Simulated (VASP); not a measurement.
# NiGe (Pnma) in VASP: single point with PBEsol

Aim: the single point of NiGe with PBEsol.

Program: VASP 6.6.1. These are calculated values, not measurements. Logs are shortened: lines on timing, memory, paths and dates and some standing lists are left out, and cuts for length are marked.

## 1. The cell of the first run

It takes space group Pnma (No. 62, orthorhombic). The conventional cell has a = 5.381 Å, b = 3.428 Å, c = 5.811 Å, α = 90.00°, β = 90.00°, γ = 90.00°. Within 3.1 Å of Ni (site symmetry m) lie 6 Ge at 2.33 to 2.49 Å and 4 Ni at 2.78 to 2.80 Å. Ge (site symmetry m) has 6 Ni at 2.33 to 2.49 Å and 2 Ge at 2.82 Å within 3.1 Å.

## 2. Single point, PBEsol

File INCAR:

```
PREC = Accurate
ENCUT = 520
EDIFF = 1E-6
ISMEAR = 0
SIGMA = 0.1
LREAL = F
LASPH = T
NELM = 60
ALGO = Normal
ISIF = 2
LWAVE = F
LCHARG = F
GGA = PS
NBANDS = 58
```

File KPOINTS:

```
Automatic mesh
0
Gamma
  4 6 4
```

File POSCAR:

```
NiGe
1.0
    5.3810000000      0.0000000000      0.0000000000
    0.0000000000      3.4280000000      0.0000000000
    0.0000000000      0.0000000000      5.8110000000
Ni Ge
4 4
Direct
    0.9950000000      0.7500000000      0.1900000000
    0.0050000000      0.2500000000      0.8100000000
    0.5050000000      0.2500000000      0.6900000000
    0.4950000000      0.7500000000      0.3100000000
    0.8120000000      0.7500000000      0.5830000000
    0.1880000000      0.2500000000      0.4170000000
    0.6880000000      0.2500000000      0.0830000000
    0.3120000000      0.7500000000      0.9170000000
```

Potentials or basis: VASP PAW PBE potentials, release 64 (Ni, Ge_d).

Launch:

```console
$ cat potpaw_PBE.64/Ni/POTCAR potpaw_PBE.64/Ge_d/POTCAR > POTCAR
$ mpirun -np 1 vasp_std > vasp.out
```

OUTCAR:

```text
PREC = Accurate
   ENCUT = 520
   EDIFF = 1E-6
   ISMEAR = 0
   LREAL = F
   LASPH = T
   NELM = 60
   ISIF = 2
   GGA = PS

 ion  position               nearest neighbor table
   1  0.995  0.750  0.190-   8 2.33   6 2.40   6 2.40   7 2.46   7 2.46   5 2.49   4 2.78   4 2.78
                             2 2.80   2 2.80
   2  0.005  0.250  0.810-   7 2.33   5 2.40   5 2.40   8 2.46   8 2.46   6 2.49   3 2.78   3 2.78
                             1 2.80   1 2.80
   3  0.505  0.250  0.690-   6 2.33   8 2.40   8 2.40   5 2.46   5 2.46   7 2.49   2 2.78   2 2.78
                             4 2.80   4 2.80
   4  0.495  0.750  0.310-   5 2.33   7 2.40   7 2.40   6 2.46   6 2.46   8 2.49   1 2.78   1 2.78
                             3 2.80   3 2.80
   5  0.812  0.750  0.583-   4 2.33   2 2.40   2 2.40   3 2.46   3 2.46   1 2.49   6 2.82   6 2.82

   6  0.188  0.250  0.417-   3 2.33   1 2.40   1 2.40   4 2.46   4 2.46   2 2.49   5 2.82   5 2.82

   7  0.688  0.250  0.083-   2 2.33   4 2.40   4 2.40   1 2.46   1 2.46   3 2.49   8 2.82   8 2.82

   8  0.312  0.750  0.917-   1 2.33   3 2.40   3 2.40   2 2.46   2 2.46   4 2.49   7 2.82   7 2.82

  LATTYP: Found a simple orthorhombic cell.
 ALAT       =     3.4280000000
 B/A-ratio  =     1.5697199533
 C/A-ratio  =     1.6951575263

  Lattice vectors:

 A1 = (   0.0000000000,  -3.4280000000,   0.0000000000)
 A2 = (   5.3810000000,   0.0000000000,   0.0000000000)
 A3 = (   0.0000000000,   0.0000000000,   5.8110000000)

Analysis of symmetry for initial positions (statically):
=====================================================================
 Subroutine PRICEL returns:
 Original cell was already a primitive cell.

 Routine SETGRP: Setting up the symmetry group for a
 simple orthorhombic supercell.

 Subroutine GETGRP returns: Found  8 space group operations
 (whereof  2 operations were pure point group operations)
 out of a pool of  8 trial point group operations.

The static configuration has the point symmetry S_2 .
 The point group associated with its full space group is D_2h.

Analysis of symmetry for dynamics (positions and initial velocities):
=====================================================================
 Subroutine PRICEL returns:
 Original cell was already a primitive cell.

 Routine SETGRP: Setting up the symmetry group for a
 simple orthorhombic supercell.

 Subroutine GETGRP returns: Found  8 space group operations
 (whereof  2 operations were pure point group operations)
 out of a pool of  8 trial point group operations.

The dynamic configuration has the point symmetry S_2 .
 The point group associated with its full space group is D_2h.

 Subroutine INISYM returns: Found  8 space group operations
 (whereof  2 operations are pure point group operations),
 and found     1 'primitive' translations

----------------------------------------------------------------------------------------

                                     Primitive cell

  volume of cell :     107.1901

  direct lattice vectors                    reciprocal lattice vectors
     5.381000000  0.000000000  0.000000000     0.185839063  0.000000000  0.000000000
     0.000000000  3.428000000  0.000000000     0.000000000  0.291715286  0.000000000
     0.000000000  0.000000000  5.811000000     0.000000000  0.000000000  0.172087420

  length of vectors
     5.381000000  3.428000000  5.811000000     0.185839063  0.291715286  0.172087420

  position of ions in fractional coordinates (direct lattice)
     0.995000000  0.750000000  0.190000000
     0.005000000  0.250000000  0.810000000
     0.505000000  0.250000000  0.690000000
     0.495000000  0.750000000  0.310000000
     0.812000000  0.750000000  0.583000000
     0.188000000  0.250000000  0.417000000
     0.688000000  0.250000000  0.083000000
     0.312000000  0.750000000  0.917000000

  ion indices of the primitive-cell ions
   primitive index   ion index
                 1           1
                 2           2
                 3           3
                 4           4
                 5           5
                 6           6
                 7           7
                 8           8

----------------------------------------------------------------------------------------

 KPOINTS: Automatic mesh

Automatic generation of k-mesh.
 Grid dimensions read from file:
 generate k-points for:    4    6    4

 Generating k-lattice:

  Cartesian coordinates                     Fractional coordinates (reciprocal lattice)
     0.046459766  0.000000000  0.000000000     0.250000000  0.000000000  0.000000000
     0.000000000  0.048619214  0.000000000     0.000000000  0.166666667  0.000000000
     0.000000000  0.000000000  0.043021855     0.000000000  0.000000000  0.250000000

  Length of vectors
     0.046459766  0.048619214  0.043021855

  Shift w.r.t. Gamma in fractional coordinates (k-lattice)
     0.000000000  0.000000000  0.000000000

 Subroutine IBZKPT returns following result:
 ===========================================

 Found     36 irreducible k-points:

 Following reciprocal coordinates:
            Coordinates               Weight
  0.000000  0.000000  0.000000      1.000000
  0.250000  0.000000  0.000000      2.000000
  0.500000  0.000000  0.000000      1.000000
  0.000000  0.166667  0.000000      2.000000
  0.250000  0.166667  0.000000      4.000000
  0.500000  0.166667  0.000000      2.000000
[... 16 lines left out ...]
  0.250000  0.500000  0.250000      4.000000
  0.500000  0.500000  0.250000      2.000000
 [... further k-points ...]
   k-points           NKPTS =     36   k-points in BZ     NKDIM =     36   number of bands    NBANDS=     58
   number of dos      NEDOS =    301   number of ions     NIONS =      8
   total plane-waves  NPLWV =  53760
   dimension x,y,z NGX =    40 NGY =   28 NGZ =   48
   dimension x,y,z NGXF=    80 NGYF=   56 NGZF=   96
   ions per type =               4   4
   NGX,Y,Z   is equivalent  to a cutoff of  12.36, 13.58, 13.73 a.u.
   NGXF,Y,Z  is equivalent  to a cutoff of  24.72, 27.16, 27.46 a.u.
 SYSTEM =  unknown system
   PREC   = accura    normal or accurate (medium, high low for compatibility)
   ISTART =      0    job   : 0-new  1-cont  2-samecut
   ICHARG =      2    charge: 1-file 2-atom 10-const
   ISPIN  =      1    spin polarized calculation?
   LNONCOLLINEAR =      F non collinear calculations
   LSORBIT =      F    spin-orbit coupling
   LASPH  =      T    aspherical Exc in radial PAW
   ENCUT  =  520.0 eV  38.22 Ry    6.18 a.u.  10.01  6.37 10.80*2*pi/ulx,y,z
   NELM   =     60;   NELMIN=  2; NELMDL= -5     # of ELM steps
   EDIFF  = 0.1E-05   stopping-criterion for ELM
   LREAL  =      F    real-space projection
   EDIFFG = 0.1E-04   stopping-criterion for IOM
   NSW    =      0    number of steps for IOM
   IBRION =     -1    ionic relax: 0-MD 1-quasi-New 2-CG
   NFREE  =      0    steps in history (QN), initial steepest desc. (CG)
   ISIF   =      2    stress and relaxation
   ISYM   =      2    0-nonsym 1-usesym 2-fastsym
   POTIM  = 0.5000    time-step for ionic-motion
   TEBEG  =    0.0;   TEEND  =   0.0 temperature during run
   PSTRESS=    0.0 pullay stress
   NELECT =      96.0000    total number of electrons
   NUPDOWN=      -1.0000    fix difference up-down
   EMIN   =  10.00;   EMAX   =-10.00  energy-range for DOS
   EFERMI =   0.00;   METHOD = LEGACY
   ISMEAR =     0;   SIGMA  =   0.10  broadening in eV -4-tet -1-fermi 0-gaus
   EFERMI_NEDOS =   21; number of points for ismear=-14 and -15
   IALGO  =     38    algorithm
   IMIX   =      4    mixing-type and parameters
     AMIX     =   0.40;   BMIX     =  1.00
     AMIX_MAG =   1.60;   BMIX_MAG =  1.00
  volume/ion in A,a.u.               =      13.40        90.42
  Fermi-wavevector in a.u.,A,eV,Ry     =   1.578024  2.982033 33.880692  2.490161
  Thomas-Fermi vector in A             =   2.678618
   LORBIT       =      0    0 simple, 1 ext, 2 COOP (PROOUT), +10 PAW based schemes
   GGA     = PS    functional components
   LHFCALC =     F    Hartree Fock is set to
   AEXX    =    0.0000 exact exchange contribution
   IVDW    =     0    specifies the selected vdW correction
   LEPSILON=     F    determine dielectric tensor
   LRPA    =     F    only Hartree local field effects (RPA)
 non-spin polarized calculation
 Gauss-broadening in eV      SIGMA  =   0.10
  energy-cutoff  :      520.00
  volume of cell :      107.19
 maximum number of plane-waves:      2922
   NGX = 21   NGY = 13   NGZ = 21

 number of electron      96.0000019 magnetization

 Free energy of the ion-electron system (eV)
  ---------------------------------------------------
  ext. energy  EPLUGINS =         0.00000000
  ---------------------------------------------------
  free energy    TOTEN  =       -47.29875244 eV

  energy without entropy =      -47.29248220  energy(sigma->0) =      -47.29561732

 E-fermi :   8.7529     XC(G=0): -12.6992

 val. band max:        8.7469787262   @ k =   0.0000   0.0000   0.2500
 cond. band min:       8.8309452293   @ k =   0.2500   0.0000   0.0000
 fundamental gap:      0.0839665031
 Fermi energy:         8.7528639541

 k-point     1 :       0.0000    0.0000    0.0000
  band No.  band energies     occupation
      1     -15.8450      2.00000
      2     -15.8335      2.00000
      3     -15.8219      2.00000
      4     -15.8201      2.00000
      5     -15.7957      2.00000
      6     -15.7805      2.00000
[... 50 lines left out ...]
     57      15.4684      0.00000
     58      15.5682      0.00000

 k-point     2 :       0.2500    0.0000    0.0000
  band No.  band energies     occupation
      1     -15.8429      2.00000
      2     -15.8348      2.00000
      3     -15.8201      2.00000
      4     -15.8188      2.00000
      5     -15.7960      2.00000
      6     -15.7832      2.00000
[... 50 lines left out ...]
     57      14.7121      0.00000
     58      15.1309      0.00000

 k-point     3 :       0.5000    0.0000    0.0000
  band No.  band energies     occupation
      1     -15.8385      2.00000
      2     -15.8385      2.00000
      3     -15.8175      2.00000
      4     -15.8175      2.00000
      5     -15.7926      2.00000
      6     -15.7926      2.00000
[... 1216 lines left out ...]
      3     -15.8248      2.00000
      4     -15.8248      2.00000
      5     -15.7930      2.00000
      6     -15.7930      2.00000
[... 50 lines left out ...]
     57      15.4962      0.00000
     58      15.4962      0.00000

 k-point    24 :       0.5000    0.5000    0.2500
  band No.  band energies     occupation
      1     -15.8247      2.00000
      2     -15.8247      2.00000
      3     -15.8247      2.00000
      4     -15.8247      2.00000
      5     -15.7854      2.00000
      6     -15.7854      2.00000
[... 50 lines left out ...]
     57      15.2849      0.00000
     58      15.2849      0.00000

 [... further k-points ...]
[... 5 lines left out ...]
  --------------------------------------------------------------------------------------
  -------------------------------------------------------------------------------------
  Total       -1.6643687     -2.7284227     -1.8038123      0.0000000      0.0000000      0.0000000
  in kB      -24.8774266    -40.7819100    -26.9616987      0.0000000      0.0000000      0.0000000
  external PRESSURE =     -30.8736784 kB  Pullay stress =       0.0000000 kB

 VOLUME and BASIS-vectors are now :
 -----------------------------------------------------------------------------
  energy-cutoff  :      520.00
  volume of cell :      107.19
      direct lattice vectors                 reciprocal lattice vectors
     5.381000000  0.000000000  0.000000000     0.185839063  0.000000000  0.000000000
     0.000000000  3.428000000  0.000000000     0.000000000  0.291715286  0.000000000
     0.000000000  0.000000000  5.811000000     0.000000000  0.000000000  0.172087420

 POSITION                                       TOTAL-FORCE (eV/Angst)
 -----------------------------------------------------------------------------------
      5.35409      2.57100      1.10409        -0.051616      0.000000     -0.018563
      0.02691      0.85700      4.70691         0.051616      0.000000      0.018563
      2.71741      0.85700      4.00959         0.051616     -0.000000     -0.018563
      2.66359      2.57100      1.80141        -0.051616      0.000000      0.018563
      4.36937      2.57100      3.38781        -0.077075      0.000000      0.124752
      1.01163      0.85700      2.42319         0.077075     -0.000000     -0.124752
      3.70213      0.85700      0.48231         0.077075      0.000000      0.124752
      1.67887      2.57100      5.32869        -0.077075      0.000000     -0.124752
 -----------------------------------------------------------------------------------
    total drift:                               -0.000000      0.000000     -0.000000

  FREE ENERGIE OF THE ION-ELECTRON SYSTEM (eV)
  ---------------------------------------------------
  free  energy   TOTEN  =       -47.2987524393 eV

  energy  without entropy=      -47.2924822009  energy(sigma->0) =      -47.29561732
```

It took 7.1 min on 1 thread of AMD EPYC 7R43 (Zen 3), shared host; peak memory 0.27 GiB.

What came out:

```yaml
Free_energy: -47.2988 eV
Pressure: -3.1 GPa
Largest_force: 0.147 eV/Å
Band_gap_on_the_k_mesh: zero (bands 48 and 49 overlap by 1.38 eV)
```

Forces on the atoms (eV/Å):
```
Ni  -0.052  0.000 -0.019
Ni   0.052  0.000  0.019
Ni   0.052  0.000 -0.019
Ni  -0.052  0.000  0.019
Ge  -0.077  0.000  0.125
Ge   0.077  0.000 -0.125
Ge   0.077  0.000  0.125
Ge  -0.077  0.000 -0.125
```

Caveat: the cell stands under tension; the PAW data sets were made with another functional, which shifts forces and pressure a little.
